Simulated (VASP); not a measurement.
# Cu (Fm-3m) in VASP: notebook

Runs on Cu. Level: PBE. Tasks: single point.

All numbers are computed with VASP 6.6.1; they aren't measurements. Logs are shortened: lines on timing, memory, paths and dates and some standing lists are left out, and cuts for length are marked.

## (1) The cell of the first run

Symmetry: Fm-3m, No. 225, cubic system. Conventional cell: a = 3.634 Å, b = 3.634 Å, c = 3.634 Å, α = 90.00°, β = 90.00°, γ = 90.00°. Within 3.4 Å of Cu (site symmetry m-3m) lie 12 Cu at 2.57 Å.

## (2) Single point, PBE

The input, INCAR:

```
PREC = Accurate
ENCUT = 520
EDIFF = 1E-6
ISMEAR = -1
SIGMA = 0.15
LREAL = F
LASPH = T
NELM = 60
ALGO = Normal
ISIF = 2
LWAVE = F
LCHARG = F
GGA = PE
NBANDS = 12
```

The input, KPOINTS:

```
Automatic mesh
0
Gamma
  4 4 4
```

The input, POSCAR:

```
Cu
1.0
    0.0000000000      1.8171000000      1.8171000000
    1.8171000000      0.0000000000      1.8171000000
    1.8171000000      1.8171000000      0.0000000000
Cu
1
Direct
    0.0000000000      0.0000000000      0.0000000000
```

Potentials or basis: VASP PAW PBE potentials, release 64 (Cu).

Started as:

```console
$ cat potpaw_PBE.64/Cu/POTCAR > POTCAR
$ mpirun -np 1 vasp_std > vasp.out
```

OUTCAR:

```text
PREC = Accurate
   ENCUT = 520
   EDIFF = 1E-6
   ISMEAR = -1
   LREAL = F
   LASPH = T
   NELM = 60
   ISIF = 2
   GGA = PE

 ion  position               nearest neighbor table
   1  0.000  0.000  0.000-

  LATTYP: Found a face centered cubic cell.
 ALAT       =     3.6342000000

  Lattice vectors:

 A1 = (   0.0000000000,   1.8171000000,   1.8171000000)
 A2 = (   1.8171000000,   0.0000000000,   1.8171000000)
 A3 = (   1.8171000000,   1.8171000000,   0.0000000000)

Analysis of symmetry for initial positions (statically):
=====================================================================
 Subroutine PRICEL returns:
 Original cell was already a primitive cell.

 Routine SETGRP: Setting up the symmetry group for a
 face centered cubic supercell.

 Subroutine GETGRP returns: Found 48 space group operations
 (whereof 48 operations were pure point group operations)
 out of a pool of 48 trial point group operations.

The static configuration has the point symmetry O_h .

Analysis of symmetry for dynamics (positions and initial velocities):
=====================================================================
 Subroutine PRICEL returns:
 Original cell was already a primitive cell.

 Routine SETGRP: Setting up the symmetry group for a
 face centered cubic supercell.

 Subroutine GETGRP returns: Found 48 space group operations
 (whereof 48 operations were pure point group operations)
 out of a pool of 48 trial point group operations.

The dynamic configuration has the point symmetry O_h .

 Subroutine INISYM returns: Found 48 space group operations
 (whereof 48 operations are pure point group operations),
 and found     1 'primitive' translations

----------------------------------------------------------------------------------------

                                     Primitive cell

  volume of cell :      11.9996

  direct lattice vectors                    reciprocal lattice vectors
     0.000000000  1.817100000  1.817100000    -0.275163722  0.275163722  0.275163722
     1.817100000  0.000000000  1.817100000     0.275163722 -0.275163722  0.275163722
     1.817100000  1.817100000  0.000000000     0.275163722  0.275163722 -0.275163722

  length of vectors
     2.569767464  2.569767464  2.569767464     0.476597548  0.476597548  0.476597548

  position of ions in fractional coordinates (direct lattice)
     0.000000000  0.000000000  0.000000000

  ion indices of the primitive-cell ions
   primitive index   ion index
                 1           1

----------------------------------------------------------------------------------------

 KPOINTS: Automatic mesh

Automatic generation of k-mesh.
 Grid dimensions read from file:
 generate k-points for:    4    4    4

 Generating k-lattice:

  Cartesian coordinates                     Fractional coordinates (reciprocal lattice)
    -0.068790931  0.068790931  0.068790931     0.250000000  0.000000000  0.000000000
     0.068790931 -0.068790931  0.068790931     0.000000000  0.250000000  0.000000000
     0.068790931  0.068790931 -0.068790931     0.000000000  0.000000000  0.250000000

  Length of vectors
     0.119149387  0.119149387  0.119149387

  Shift w.r.t. Gamma in fractional coordinates (k-lattice)
     0.000000000  0.000000000  0.000000000

 Subroutine IBZKPT returns following result:
 ===========================================

 Found      8 irreducible k-points:

 Following reciprocal coordinates:
            Coordinates               Weight
  0.000000  0.000000  0.000000      1.000000
  0.250000  0.000000  0.000000      8.000000
  0.500000  0.000000  0.000000      4.000000
  0.250000  0.250000  0.000000      6.000000
  0.500000  0.250000  0.000000     24.000000
 -0.250000  0.250000  0.000000     12.000000
  0.500000  0.500000  0.000000      3.000000
 -0.250000  0.500000  0.250000      6.000000
   k-points           NKPTS =      8   k-points in BZ     NKDIM =      8   number of bands    NBANDS=     12
   number of dos      NEDOS =    301   number of ions     NIONS =      1
   total plane-waves  NPLWV =   8000
   dimension x,y,z NGX =    20 NGY =   20 NGZ =   20
   dimension x,y,z NGXF=    40 NGYF=   40 NGZF=   40
   ions per type =               1
   NGX,Y,Z   is equivalent  to a cutoff of  12.94, 12.94, 12.94 a.u.
   NGXF,Y,Z  is equivalent  to a cutoff of  25.88, 25.88, 25.88 a.u.
 SYSTEM =  unknown system
   PREC   = accura    normal or accurate (medium, high low for compatibility)
   ISTART =      0    job   : 0-new  1-cont  2-samecut
   ICHARG =      2    charge: 1-file 2-atom 10-const
   ISPIN  =      1    spin polarized calculation?
   LNONCOLLINEAR =      F non collinear calculations
   LSORBIT =      F    spin-orbit coupling
   LASPH  =      T    aspherical Exc in radial PAW
   ENCUT  =  520.0 eV  38.22 Ry    6.18 a.u.   4.78  4.78  4.78*2*pi/ulx,y,z
   NELM   =     60;   NELMIN=  2; NELMDL= -5     # of ELM steps
   EDIFF  = 0.1E-05   stopping-criterion for ELM
   LREAL  =      F    real-space projection
   EDIFFG = 0.1E-04   stopping-criterion for IOM
   NSW    =      0    number of steps for IOM
   IBRION =     -1    ionic relax: 0-MD 1-quasi-New 2-CG
   NFREE  =      0    steps in history (QN), initial steepest desc. (CG)
   ISIF   =      2    stress and relaxation
   ISYM   =      2    0-nonsym 1-usesym 2-fastsym
   POTIM  = 0.5000    time-step for ionic-motion
   TEBEG  =    0.0;   TEEND  =   0.0 temperature during run
   PSTRESS=    0.0 pullay stress
   NELECT =      11.0000    total number of electrons
   NUPDOWN=      -1.0000    fix difference up-down
   EMIN   =  10.00;   EMAX   =-10.00  energy-range for DOS
   EFERMI =   0.00;   METHOD = LEGACY
   ISMEAR =    -1;   SIGMA  =   0.15  broadening in eV -4-tet -1-fermi 0-gaus
   EFERMI_NEDOS =   21; number of points for ismear=-14 and -15
   IALGO  =     38    algorithm
   IMIX   =      4    mixing-type and parameters
     AMIX     =   0.40;   BMIX     =  1.00
     AMIX_MAG =   1.60;   BMIX_MAG =  1.00
  volume/ion in A,a.u.               =      12.00        80.98
  Fermi-wavevector in a.u.,A,eV,Ry     =   1.590317  3.005262 34.410584  2.529107
  Thomas-Fermi vector in A             =   2.689030
   LORBIT       =      0    0 simple, 1 ext, 2 COOP (PROOUT), +10 PAW based schemes
   GGA     = PE    functional components
   LHFCALC =     F    Hartree Fock is set to
   AEXX    =    0.0000 exact exchange contribution
   IVDW    =     0    specifies the selected vdW correction
   LEPSILON=     F    determine dielectric tensor
   LRPA    =     F    only Hartree local field effects (RPA)
 non-spin polarized calculation
  energy-cutoff  :      520.00
  volume of cell :       12.00
 maximum number of plane-waves:       332
   NGX =  9   NGY =  9   NGZ =  9

 number of electron      10.9999996 magnetization

 Free energy of the ion-electron system (eV)
  ---------------------------------------------------
  ext. energy  EPLUGINS =         0.00000000
  ---------------------------------------------------
  free energy    TOTEN  =        -3.58157317 eV

  energy without entropy =       -3.55929943  energy(sigma->0) =       -3.57043630

 E-fermi :   7.8367     XC(G=0): -12.6396

 val. band max:        7.0464065582   @ k =  -0.2500   0.2500   0.0000
 cond. band min:       8.2980173166   @ k =   0.5000   0.2500   0.0000
 fundamental gap:      1.2516107583
 Fermi energy:         7.8367275424

 k-point     1 :       0.0000    0.0000    0.0000
  band No.  band energies     occupation
      1      -1.8434      2.00000
      2       4.3803      2.00000
      3       4.3803      2.00000
      4       4.3803      2.00000
      5       5.1815      2.00000
      6       5.1815      2.00000
      7      29.8571      0.00000
      8      32.3746      0.00000
      9      32.3747      0.00000
     10      32.3747      0.00000
     11      34.8504      0.00000
     12      34.8504      0.00000

 k-point     2 :       0.2500    0.0000    0.0000
  band No.  band energies     occupation
      1       0.2559      2.00000
      2       4.1386      2.00000
      3       4.5327      2.00000
      4       4.5327      2.00000
      5       5.2623      2.00000
      6       5.2624      2.00000
      7      19.6955      0.00000
      8      29.7169      0.00000
      9      29.9610      0.00000
     10      29.9610      0.00000
     11      35.6149      0.00000
     12      35.6149      0.00000

 k-point     3 :       0.5000    0.0000    0.0000
  band No.  band energies     occupation
      1       2.3823      2.00000
      2       4.3493      2.00000
      3       4.3493      2.00000
      4       5.7344      2.00000
      5       5.7344      2.00000
      6       6.4320      1.99983
      7      11.0500      0.00000
      8      28.3568      0.00000
      9      29.2084      0.00000
     10      29.2084      0.00000
     11      32.2319      0.00000
     12      32.2319      0.00000

 k-point     4 :       0.2500    0.2500    0.0000
  band No.  band energies     occupation
      1       0.8913      2.00000
      2       3.6839      2.00000
      3       4.7410      2.00000
      4       5.0240      2.00000
      5       5.0240      2.00000
      6       5.4461      2.00000
      7      24.3084      0.00000
      8      24.3084      0.00000
      9      25.5653      0.00000
     10      26.1890      0.00000
     11      29.1970      0.00000
     12      44.1299      0.00000

 k-point     5 :       0.5000    0.2500    0.0000
  band No.  band energies     occupation
      1       3.0156      2.00000
      2       3.5724      2.00000
      3       4.4086      2.00000
      4       5.0026      2.00000
      5       5.7736      2.00000
      6       8.2980      0.08828
      7      14.0094      0.00000
      8      19.8118      0.00000
      9      23.3183      0.00000
     10      26.7897      0.00000
     11      36.4149      0.00000
     12      40.6453      0.00000

 k-point     6 :      -0.2500    0.2500    0.0000
  band No.  band energies     occupation
      1       2.7589      2.00000
      2       3.8946      2.00000
      3       4.0958      2.00000
      4       4.8665      2.00000
      5       5.1798      2.00000
      6       7.0464      1.98975
      7      16.9900      0.00000
      8      18.1615      0.00000
      9      27.6551      0.00000
     10      28.8720      0.00000
     11      37.3082      0.00000
     12      38.3019      0.00000

 k-point     7 :       0.5000    0.5000    0.0000
  band No.  band energies     occupation
      1       2.5813      2.00000
      2       3.0251      2.00000
      3       5.7170      2.00000
      4       5.8730      2.00000
      5       5.8730      2.00000
      6       8.8975      0.00170
      7      14.3794      0.00000
      8      20.3454      0.00000
      9      20.3454      0.00000
     10      24.7931      0.00000
     11      27.3802      0.00000
     12      49.1586      0.00000

 k-point     8 :      -0.2500    0.5000    0.2500
  band No.  band energies     occupation
      1       3.3035      2.00000
      2       3.8917      2.00000
      3       3.8917      2.00000
      4       5.1427      2.00000
      5       5.8738      2.00000
      6      13.5246      0.00000
      7      13.5246      0.00000
      8      15.6036      0.00000
      9      16.0401      0.00000
     10      35.3873      0.00000
     11      35.3873      0.00000
     12      36.5270      0.00000

------------------------ aborting loop because EDIFF is reached ----------------------------------------

  FORCE on cell =-STRESS in cart. coord.  units (eV):
  Direction    XX          YY          ZZ          XY          YZ          ZX
  --------------------------------------------------------------------------------------
  -------------------------------------------------------------------------------------
  Total        0.1200688      0.1200688      0.1200688     -0.0000000      0.0000000      0.0000000
  in kB       16.0315062     16.0315062     16.0315062     -0.0000000      0.0000000      0.0000000
  external PRESSURE =      16.0315062 kB  Pullay stress =       0.0000000 kB

 VOLUME and BASIS-vectors are now :
 -----------------------------------------------------------------------------
  energy-cutoff  :      520.00
  volume of cell :       12.00
      direct lattice vectors                 reciprocal lattice vectors
     0.000000000  1.817100000  1.817100000    -0.275163722  0.275163722  0.275163722
     1.817100000  0.000000000  1.817100000     0.275163722 -0.275163722  0.275163722
     1.817100000  1.817100000  0.000000000     0.275163722  0.275163722 -0.275163722

 POSITION                                       TOTAL-FORCE (eV/Angst)
 -----------------------------------------------------------------------------------
      0.00000      0.00000      0.00000        -0.000000      0.000000     -0.000000
 -----------------------------------------------------------------------------------
    total drift:                               -0.000000     -0.000000     -0.000000

  FREE ENERGIE OF THE ION-ELECTRON SYSTEM (eV)
  ---------------------------------------------------
  free  energy   TOTEN  =        -3.5815731651 eV

  energy  without entropy=       -3.5592994258  energy(sigma->0) =       -3.57043630
```

Run time: 4 s. Hardware: 1 thread of Intel Xeon 8259CL, shared host; peak memory 0.09 GiB.

Results:

```yaml
Free_energy: -3.5816 eV
Pressure: 1.6 GPa
```

Levels at points of the mesh, in eV from the Fermi level:
```csv
k point,band 3,band 4,band 5,band 6,band 7,band 8,band 9,band 10
"(0.00, 0.00, 0.00)",-3.46,-3.46,-2.66,-2.66,22.02,24.54,24.54,24.54
"(0.50, 0.00, 0.00)",-3.49,-2.10,-2.10,-1.40,3.21,20.52,21.37,21.37
"(0.50, 0.50, 0.00)",-2.12,-1.96,-1.96,1.06,6.54,12.51,12.51,16.96
```

Caveat: the k points lie up to 0.75 Å⁻¹ apart.

## (3) Single point, PBE, non-collinear spin, zero start, spin-orbit coupling

The input, INCAR:

```
SYSTEM = Cu
PREC = Accurate
ENCUT = 520
EDIFF = 1E-7
ISMEAR = -1
SIGMA = 0.15
LREAL = .FALSE.
LASPH = .TRUE.
NELM = 150
ALGO = Normal
ISIF = 2
LWAVE = .FALSE.
LCHARG = .FALSE.
LNONCOLLINEAR = .TRUE.
MAGMOM = 0 0 0
LORBIT = 11
LSORBIT = .TRUE.
GGA_COMPAT = .FALSE.
LORBMOM = .TRUE.
LMAXMIX = 4
GGA = PE
NBANDS = 22
```

The input, KPOINTS:

```
regular mesh
0
G
  4 4 4
  0 0 0
```

POSCAR is that of step 2.

Potentials or basis: VASP PAW PBE potentials, release 64 (Cu).

Started as:

```console
$ cat potpaw_PBE.64/Cu/POTCAR > POTCAR
$ mpirun -np 1 vasp_ncl > vasp.out
```

Wall time 16 s (1 thread of Intel Xeon 8259CL, shared host); peak memory 0.12 GiB.

The run converged. Its results:

- Free energy: -3.5883 eV
- Pressure: 1.5 GPa
- Net moment: 0.00 μB per cell
- Valence electrons inside the program's atomic spheres: Cu 9.98

Moments on the atoms (μB; x, y, z):
```
Cu  0.00 0.00 0.00
```

Caveat: the k points lie up to 0.75 Å⁻¹ apart.

## (4) Single point, PBE, non-collinear spin, zero start, spin-orbit coupling

The input, INCAR:

```
PREC = Accurate
ENCUT = 520
EDIFF = 1E-7
ISMEAR = -1
SIGMA = 0.15
LREAL = F
LASPH = T
NELM = 150
ALGO = Normal
ISIF = 2
LWAVE = F
LCHARG = F
MAGMOM = 0 0 0
LORBIT = 11
LSORBIT = T
GGA_COMPAT = F
LORBMOM = T
LMAXMIX = 4
GGA = PE
NBANDS = 22
```

The input, KPOINTS:

```
Automatic mesh
0
Gamma
  4 4 4
```

POSCAR is that of step 3.

Started as:

```console
$ cat potpaw_PBE.64/Cu/POTCAR > POTCAR
$ mpirun -np 1 vasp_ncl > vasp.out
```

Run time: 16 s. Hardware: 1 thread of Intel Xeon 8259CL, shared host; peak memory 0.12 GiB.

Results (log left out):

| Property | Result |
| --- | --- |
| Free energy | -3.5883 eV |
| Pressure | 1.5 GPa |
| Net moment | 0.00 μB per cell |
| Valence electrons inside the program's atomic spheres | Cu 9.98 |

Moments on the atoms (μB; x, y, z):
```
Cu  0.00 0.00 0.00
```

Caveat: the k points lie up to 0.75 Å⁻¹ apart.
